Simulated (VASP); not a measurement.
Set up this calculation in VASP 6.6.1, as the native input.

```
Task                   : single point
Functional             : PBE
Potentials or basis    : VASP PAW PBE potentials, release 64 (Se, Ca_sv)
Cutoff                 : 520 eV
k mesh                 : 5 × 5 × 5
Occupations            : fermi-dirac, width 0.05 eV
Spin                   : no spin polarisation
Dipole correction      : no
Further INCAR settings : ALGO = Normal; EDIFF = 1e-06; NBANDS = 15
```

The structure of CaSe lies in POSCAR:

```
CaSe
1.0
    0.0000000000      3.3000000000      3.3000000000
    3.3000000000      0.0000000000      3.3000000000
    3.3000000000      3.3000000000      0.0000000000
Se Ca
1 1
Direct
    0.2500000000      0.2500000000      0.2500000000
    0.0000000000      0.0000000000      0.0000000000
```

One way to write it, as run:

INCAR

```
SYSTEM = CaSe
  ALGO = Normal
  EDIFF = 1E-6
  ENCUT = 520
  GGA = PE
  ISIF = 2
  ISMEAR = -1
  LASPH = .TRUE.
  LCHARG = .TRUE.
  LELF = .TRUE.
  LREAL = .FALSE.
  LVHAR = .TRUE.
  LWAVE = .FALSE.
  NBANDS = 15
  NELM = 80
  PREC = Accurate
  SIGMA = 0.05
```

KPOINTS

```
k-points
0
G
  5 5 5
  0 0 0
```

Potentials or basis: VASP PAW PBE potentials, release 64 (Se, Ca_sv).

Run with:

```sh
$ cat potpaw_PBE.64/Se/POTCAR potpaw_PBE.64/Ca_sv/POTCAR > POTCAR
$ mpirun -np 1 vasp_std > vasp.out
```

Results of the run:

| Quantity | Value |
| --- | --- |
| Pressure | -0.1 GPa |
| Band gap on the k mesh | 3.15 eV, indirect (least direct gap 3.24 eV) |

Run time: 9.2 s on 1 thread of AMD EPYC 9R45 96-Core Processor (Zen 5) (shared host), peak memory 0.17 GiB.
